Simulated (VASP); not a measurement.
# Si62P (a cell with a defect) in VASP: single point with PBE+D3(BJ)

Aim: the single point of Si62P (a cell with a defect) with PBE+D3(BJ).

Program: VASP 6.6.1. These are calculated values, not measurements. Logs are shortened: lines on timing, memory, paths and dates and some standing lists are left out, and cuts for length are marked.

## (1) The cell of the first run

The cell holds a defect, 63 atoms: a = 10.860 Å, b = 10.860 Å, c = 10.860 Å, α = 90.00°, β = 90.00°, γ = 90.00°.

## (2) Single point, PBE+D3(BJ), collinear spin

File INCAR:

```
PREC = Accurate
ENCUT = 520
EDIFF = 1E-7
ISMEAR = -1
SIGMA = 0.02
LREAL = Auto
LASPH = True
NELM = 150
ALGO = Normal
ISIF = 2
LWAVE = False
LCHARG = True
ISPIN = 2
MAGMOM = 0 0 0 0 0 0 0 0 0 0 0 0 0 0 0 0 0 0 0 0 0 0 0 0 0 0 0 0 0 0 0 0 0 0 0 0 0 0 0 0 0 0 0 0 0 0 0 0 0 0 0 0 0 0 0 0 0 0 0.16 0 0 0 0
LORBIT = 11
GGA = PE
IVDW = 12
LELF = True
LVHAR = True
NBANDS = 168
```

File KPOINTS:

```
Automatic mesh
0
Gamma
  1 1 1
```

File POSCAR:

```
Si62P
1.0
   10.8600000000      0.0000000000      0.0000000000
    0.0000000000     10.8600000000      0.0000000000
    0.0000000000      0.0000000000     10.8600000000
Si P
62 1
Direct
    0.5001975138     -0.0015850829      0.0028668508
    0.6246134438      0.1286791897      0.1255830571
    0.7497068140      0.2520372928     -0.0012802026
    0.8737509208      0.3780237569      0.1254383057
    0.7521029466      0.0008743094      0.2457558011
    0.8781349908      0.1234104972      0.3716871087
    0.0004585635      0.0001998158     -0.0016543278
    0.1249218232      0.1254158379      0.1249007366
    0.2488174033      0.2505287293      0.0010062615
    0.3742534070      0.3757432781      0.1274458564
    0.4989148250      0.4989255985      0.0010430018
    0.6246839779      0.6249042357      0.1244989871
    0.7486956722      0.7485786372     -0.0032249540
    0.8757328729      0.8742657459      0.1210957643
    0.2514721915      0.0001877532      0.2493819521
    0.3762932781      0.1241676796      0.3762344383
    0.4996008287      0.2528993554      0.2539654696
    0.6269671271      0.3780981584      0.3810834254
    0.7489553407      0.5033970534      0.2529948435
    0.8726720074      0.6331844383      0.3771425414
    0.5033076427     -0.0019258748      0.5005260589
    0.6248203499      0.1256392265      0.6249817680
    0.7524466851      0.2464725599      0.4974046961
    0.8688297422      0.3780528545      0.6228236648
    0.7492825967     -0.0019068140      0.7464898711
    0.8735386740      0.1241745856      0.8735389503
   -0.0058476059      0.5020583794     -0.0042538674
    0.1243335175      0.6261310313      0.1254918048
    0.2492216390      0.7500138122      0.0006720994
    0.3769761510      0.8723323204      0.1280950276
    0.0007209945      0.2520744015      0.2490898711
    0.1243992634      0.3779849908      0.3760519337
    0.2540652855      0.5020267956      0.2556633517
    0.3882709024      0.6222751381      0.3893151934
    0.5040855433      0.7478594843      0.2554901473
    0.6334197053      0.8756483425      0.3753642726
    0.0041813996      0.0009571823      0.4977439227
    0.1243746777      0.1288116943      0.6251750460
    0.2513150092      0.2521790976      0.5001423573
    0.3777233886      0.3745488950      0.6291622468
    0.5208394107      0.5016570902      0.5274087477
    0.8745529466      0.8757589319      0.6164228361
    0.2468990792     -0.0015090239      0.7497568140
    0.3713764273      0.1199180479      0.8785000921
    0.4960190608      0.2436692449      0.7538565378
    0.6207307551      0.3743620626      0.8722583794
    0.7224313996      0.5013747698      0.7290761510
    0.8604714549      0.6222375691      0.8615084715
    0.0000628913      0.7519527624      0.2497466851
    0.1287026703      0.8742459484      0.3740782689
   -0.0031161142      0.5034067219      0.5008643646
    0.1253006446      0.6249658379      0.6250829650
    0.2530604052      0.7486395028      0.5011484346
    0.3765525783      0.8748579190      0.6258914365
   -0.0041117864      0.2528647330      0.7502506446
    0.1223564457      0.3757510129      0.8755622468
    0.2487048803      0.4989527624      0.7508871087
    0.3735633517      0.6234730203      0.8761863720
    0.4969684162      0.7482251381      0.7526671271
    0.6239644567      0.8747100368      0.8731258748
   -0.0056523941      0.7478291897      0.7457280847
    0.1217337937      0.8722688766      0.8728865562
    0.7482924494      0.7510696133      0.5016556169
```

Potentials or basis: VASP PAW PBE potentials, release 64 (Si, P).

Launch:

```
$ cat potpaw_PBE.64/Si/POTCAR potpaw_PBE.64/P/POTCAR > POTCAR
$ mpirun -np 1 vasp_gam > vasp.out
```

OUTCAR:

```text
PREC = Accurate
   ENCUT = 520
   EDIFF = 1E-7
   ISMEAR = -1
   LREAL = Auto
   LASPH = True
   NELM = 150
   ISIF = 2
   ISPIN = 2
   LORBIT = 11
   GGA = PE
   IVDW = 12
 IVDW          = 12

 ion  position               nearest neighbor table
   1  0.500  0.998  0.003-  30 2.35  44 2.35  60 2.37   2 2.37
   2  0.625  0.129  0.126-   3 2.35   5 2.36   1 2.37  17 2.37
   3  0.750  0.252  0.999-   2 2.35   4 2.36  26 2.36  46 2.37
   4  0.874  0.378  0.125-  27 2.35  31 2.36   3 2.36  19 2.37
   5  0.752  0.001  0.246-  36 2.34   6 2.35  14 2.35   2 2.36
   6  0.878  0.123  0.372-  31 2.34  23 2.35   5 2.35  37 2.35
[... 50 lines left out ...]
  57  0.249  0.499  0.751-  56 2.35  58 2.35  52 2.35  40 2.35
  58  0.374  0.623  0.876-  59 2.33  57 2.35  11 2.35  29 2.35
  59  0.497  0.748  0.753-  58 2.33  54 2.34  60 2.35
  60  0.624  0.875  0.873-  59 2.35  13 2.35  25 2.35   1 2.37
  61  0.994  0.748  0.746-  52 2.35  48 2.36  42 2.37  62 2.38
  62  0.122  0.872  0.873-  43 2.35   7 2.35  29 2.37  61 2.38
  63  0.748  0.751  0.502-  42 2.30  36 2.30  20 2.30

  LATTYP: Found a simple cubic cell.
 ALAT       =    10.8600000000

  Lattice vectors:

 A1 = (  10.8600000000,   0.0000000000,   0.0000000000)
 A2 = (   0.0000000000,  10.8600000000,   0.0000000000)
 A3 = (   0.0000000000,   0.0000000000,  10.8600000000)

Analysis of symmetry for initial positions (statically):
=====================================================================
 Subroutine PRICEL returns:
 Original cell was already a primitive cell.

 Routine SETGRP: Setting up the symmetry group for a
 simple cubic supercell.

 Subroutine GETGRP returns: Found  1 space group operations
 (whereof  1 operations were pure point group operations)
 out of a pool of 48 trial point group operations.

The static configuration has the point symmetry C_1 .

Analysis of symmetry for dynamics (positions and initial velocities):
=====================================================================
 Subroutine PRICEL returns:
 Original cell was already a primitive cell.

 Routine SETGRP: Setting up the symmetry group for a
 simple cubic supercell.

 Subroutine GETGRP returns: Found  1 space group operations
 (whereof  1 operations were pure point group operations)
 out of a pool of 48 trial point group operations.

The dynamic configuration has the point symmetry C_1 .

Analysis of structural, dynamic, and magnetic symmetry:
=====================================================================
 Subroutine PRICEL returns:
 Original cell was already a primitive cell.

 Routine SETGRP: Setting up the symmetry group for a
 simple cubic supercell.

 Subroutine GETGRP returns: Found  1 space group operations
 (whereof  1 operations were pure point group operations)
 out of a pool of 48 trial point group operations.

The overall configuration has the point symmetry C_1 .

 Subroutine INISYM returns: Found  1 space group operations
 (whereof  1 operations are pure point group operations),
 and found     1 'primitive' translations

----------------------------------------------------------------------------------------

                                     Primitive cell

  volume of cell :    1280.8241

  direct lattice vectors                    reciprocal lattice vectors
    10.860000000  0.000000000  0.000000000     0.092081031  0.000000000  0.000000000
     0.000000000 10.860000000  0.000000000     0.000000000  0.092081031  0.000000000
     0.000000000  0.000000000 10.860000000     0.000000000  0.000000000  0.092081031

  length of vectors
    10.860000000 10.860000000 10.860000000     0.092081031  0.092081031  0.092081031

  position of ions in fractional coordinates (direct lattice)
     0.500197514  0.998414917  0.002866851
     0.624613444  0.128679190  0.125583057
     0.749706814  0.252037293  0.998719797
     0.873750921  0.378023757  0.125438306
     0.752102947  0.000874309  0.245755801
     0.878134991  0.123410497  0.371687109
[... 55 lines left out ...]
     0.121733794  0.872268877  0.872886556
     0.748292449  0.751069613  0.501655617

  ion indices of the primitive-cell ions
[... 111 lines left out ...]
   NELM   =    150;   NELMIN=  2; NELMDL= -5     # of ELM steps
   EDIFF  = 0.1E-06   stopping-criterion for ELM
   LREAL  =      T    real-space projection
   EDIFFG = 0.1E-05   stopping-criterion for IOM
   NSW    =      0    number of steps for IOM
   IBRION =     -1    ionic relax: 0-MD 1-quasi-New 2-CG
   NFREE  =      0    steps in history (QN), initial steepest desc. (CG)
   ISIF   =      2    stress and relaxation
   ISYM   =      2    0-nonsym 1-usesym 2-fastsym
   POTIM  = 0.5000    time-step for ionic-motion
   TEBEG  =    0.0;   TEEND  =   0.0 temperature during run
   PSTRESS=    0.0 pullay stress
   NELECT =     253.0000    total number of electrons
   NUPDOWN=      -1.0000    fix difference up-down
   EMIN   =  10.00;   EMAX   =-10.00  energy-range for DOS
   EFERMI =   0.00;   METHOD = LEGACY
   ISMEAR =    -1;   SIGMA  =   0.02  broadening in eV -4-tet -1-fermi 0-gaus
   EFERMI_NEDOS =   21; number of points for ismear=-14 and -15
   IALGO  =     38    algorithm
   IMIX   =      4    mixing-type and parameters
     AMIX     =   0.40;   BMIX     =  1.00
     AMIX_MAG =   1.60;   BMIX_MAG =  1.00
  volume/ion in A,a.u.               =      20.33       137.20
  Fermi-wavevector in a.u.,A,eV,Ry     =   0.953422  1.801706 12.367880  0.909014
  Thomas-Fermi vector in A             =   2.082076
   LORBIT       =     11    0 simple, 1 ext, 2 COOP (PROOUT), +10 PAW based schemes
   GGA     = PE    functional components
   LHFCALC =     F    Hartree Fock is set to
   AEXX    =    0.0000 exact exchange contribution
   IVDW    =    12    specifies the selected vdW correction
   LEPSILON=     F    determine dielectric tensor
   LRPA    =     F    only Hartree local field effects (RPA)
 spin polarized calculation
  energy-cutoff  :      520.00
  volume of cell :     1280.82
 maximum number of plane-waves:     17229
 NGX is ok and might be reduce to    84
   NGX = 41   NGY = 41   NGZ = 41

 number of electron     252.9999998 magnetization       0.9964487

 Free energy of the ion-electron system (eV)
  ---------------------------------------------------
  ext. energy  EPLUGINS =         0.00000000
  ---------------------------------------------------
  free energy    TOTEN  =      -332.92724212 eV

  energy without entropy =     -332.92657635  energy(sigma->0) =     -332.92690923

 E-fermi :   6.2141     XC(G=0):  -9.3341

 val. band max:        6.0915878018   @ k =   0.0000   0.0000   0.0000
 cond. band min:       6.3424728947   @ k =   0.0000   0.0000   0.0000
 fundamental gap:      0.2508850929
 Fermi energy:         6.2140505003

 spin component 1

 k-point     1 :       0.0000    0.0000    0.0000
  band No.  band energies     occupation
      1      -6.3297      1.00000
      2      -5.7509      1.00000
      3      -5.1508      1.00000
      4      -5.1408      1.00000
      5      -5.1368      1.00000
      6      -5.1014      1.00000
[... 130 lines left out ...]
    137       6.8689      0.00000
    138       6.9096      0.00000
 Fermi energy:         6.2140505003

 spin component 2

 k-point     1 :       0.0000    0.0000    0.0000
  band No.  band energies     occupation
      1      -6.3192      1.00000
      2      -5.7413      1.00000
      3      -5.1400      1.00000
      4      -5.1297      1.00000
      5      -5.1180      1.00000
      6      -5.0956      1.00000
[... 130 lines left out ...]
    137       6.8781      0.00000
    138       6.9332      0.00000
 [bands above 138 left out]

------------------------ aborting loop because EDIFF is reached ----------------------------------------

 Edisp (eV)  -19.86586

 E6    (eV) :   -11.6433

 E8    (eV) :    -8.2226

  FORCE on cell =-STRESS in cart. coord.  units (eV):
  Direction    XX          YY          ZZ          XY          YZ          ZX
  --------------------------------------------------------------------------------------
  -------------------------------------------------------------------------------------
  Total      -8.58900    -2.10779    -8.62794     3.61031    -3.59373    -9.43217
  in kB     -10.74394    -2.63663   -10.79266     4.51613    -4.49539   -11.79866
  external pressure =       -8.06 kB  Pullay stress =        0.00 kB

 VOLUME and BASIS-vectors are now :
 -----------------------------------------------------------------------------
  energy-cutoff  :      520.00
  volume of cell :     1280.82
      direct lattice vectors                 reciprocal lattice vectors
    10.860000000  0.000000000  0.000000000     0.092081031  0.000000000  0.000000000
     0.000000000 10.860000000  0.000000000     0.000000000  0.092081031  0.000000000
     0.000000000  0.000000000 10.860000000     0.000000000  0.000000000  0.092081031

 POSITION                                       TOTAL-FORCE (eV/Angst)
 -----------------------------------------------------------------------------------
      5.43214     10.84279      0.03113        -0.008883     -0.000908      0.000402
      6.78330      1.39746      1.36383         0.003213      0.003167     -0.000035
      8.14182      2.73712     10.84610        -0.000701      0.002752     -0.000976
      9.48893      4.10534      1.36226         0.002667     -0.003974      0.001496
      8.16784      0.00950      2.66891         0.002332     -0.000309     -0.001153
      9.53655      1.34024      4.03652         0.001601      0.006735      0.001900
[... 55 lines left out ...]
      1.32203      9.47284      9.47955         0.002851     -0.000026      0.001610
      8.12646      8.15662      5.44798         0.007485      0.003780     -0.009020
 -----------------------------------------------------------------------------------
    total drift:                               -0.011168     -0.000517      0.008342

  FREE ENERGIE OF THE ION-ELECTRON SYSTEM (eV)
  ---------------------------------------------------
  free  energy   TOTEN  =      -352.7931068552 eV

  energy  without entropy=     -352.7924410838  energy(sigma->0) =     -352.79277397

 total charge

# of ion       s       p       d       tot
------------------------------------------
    1        0.744   0.945   0.000   1.688
    2        0.744   0.947   0.000   1.691
    3        0.741   0.945   0.000   1.686
    4        0.738   0.953   0.000   1.691
    5        0.741   0.960   0.000   1.701
    6        0.738   0.963   0.000   1.701
[... 55 lines left out ...]
   62        0.738   0.952   0.000   1.690
   63        1.046   1.474   0.000   2.520
--------------------------------------------------
tot         47.033  60.090   0.000 107.124

 magnetization (x)

# of ion       s       p       d       tot
------------------------------------------
    1        0.002   0.010   0.000   0.011
    2        0.000   0.007   0.000   0.007
    3        0.001   0.002   0.000   0.003
    4        0.000   0.001   0.000   0.002
    5       -0.000  -0.000   0.000  -0.000
    6        0.000   0.003   0.000   0.003
[... 55 lines left out ...]
   62        0.000   0.000   0.000   0.001
   63        0.002   0.005   0.000   0.007
--------------------------------------------------
tot          0.065   0.294   0.000   0.359
```

It took 24 min on 1 thread of AMD EPYC, shared host; peak memory 1.4 GiB.

What came out:

```
Free energy                                           : -352.7931 eV
Pressure                                              : -0.8 GPa
Largest force                                         : 0.016 eV/Å
Net moment                                            : 1.00 μB per cell
Site moments                                          : Si +0.01, +0.00, -0.00, +0.16 (each value once); P +0.01 μB
Valence electrons inside the program's atomic spheres : Si 1.69, 1.70, 1.67, 1.68, 1.65, 1.60, 1.66 (each value once); P 2.52
Dispersion energy per atom                            : -0.315 eV
```

Forces in eV/Å, atoms in the order of the input:
```
Si  -0.009 -0.001  0.000
Si   0.003  0.003  0.000
Si  -0.001  0.003 -0.001
Si   0.003 -0.004  0.001
Si   0.002  0.000 -0.001
Si   0.002  0.007  0.002
Si  -0.003 -0.002  0.003
Si   0.002 -0.002  0.001
Si   0.001  0.001  0.001
Si   0.001  0.001  0.000
Si   0.002  0.002 -0.001
Si   0.000  0.007  0.005
Si  -0.004  0.001 -0.006
Si   0.002 -0.006  0.001
Si  -0.005 -0.001  0.000
Si   0.003  0.004  0.001
Si  -0.002  0.001  0.001
Si  -0.006 -0.003  0.000
Si   0.000  0.000 -0.001
Si  -0.002  0.012  0.006
Si   0.000  0.002 -0.002
Si   0.001 -0.002  0.000
Si  -0.001  0.001 -0.004
Si   0.001 -0.003  0.011
Si   0.002 -0.001  0.000
Si   0.003  0.001 -0.001
Si   0.000  0.002  0.001
Si  -0.001 -0.002  0.002
Si  -0.003  0.005 -0.001
Si   0.001 -0.002 -0.003
Si  -0.001  0.001  0.001
Si   0.000 -0.003  0.002
Si  -0.001  0.003 -0.002
Si   0.002 -0.003 -0.002
Si   0.000 -0.005 -0.002
Si   0.011 -0.007  0.009
Si  -0.001  0.001 -0.006
Si  -0.001  0.001  0.003
Si  -0.004  0.000  0.001
Si   0.002 -0.001 -0.002
Si  -0.008 -0.006  0.001
Si  -0.007 -0.010 -0.009
Si  -0.001 -0.001  0.002
Si   0.003  0.005 -0.004
Si  -0.001  0.003 -0.003
Si   0.000  0.002 -0.002
Si   0.007  0.003  0.006
Si   0.003 -0.005 -0.001
Si  -0.001  0.003 -0.002
Si   0.002 -0.005 -0.001
Si  -0.004  0.000 -0.006
Si   0.000  0.002  0.004
Si   0.002 -0.001 -0.001
Si   0.001 -0.006 -0.002
Si  -0.003  0.003 -0.002
Si   0.002 -0.001  0.002
Si   0.002  0.001 -0.003
Si   0.001 -0.003  0.002
Si  -0.002  0.010  0.008
Si  -0.001 -0.007  0.001
Si  -0.002  0.000  0.002
Si   0.003  0.000  0.002
P    0.007  0.004 -0.009
```

Levels at points of the mesh, in eV from the Fermi level:
Spin up:
| k point | band 123 | band 124 | band 125 | band 126 | band 127 | band 128 | band 129 | band 130 | band 131 | band 132 |
| --- | --- | --- | --- | --- | --- | --- | --- | --- | --- | --- |
| (0.00, 0.00, 0.00) | -1.25 | -0.85 | -0.77 | -0.40 | -0.12 | 0.17 | 0.17 | 0.21 | 0.24 | 0.26 |
Spin down:
| k point | band 124 | band 125 | band 126 | band 127 | band 128 | band 129 |
| --- | --- | --- | --- | --- | --- | --- |
| (0.00, 0.00, 0.00) | -0.76 | -0.74 | -0.39 | 0.13 | 0.19 | 0.20 |

Caveat: the k points lie up to 0.58 Å⁻¹ apart.
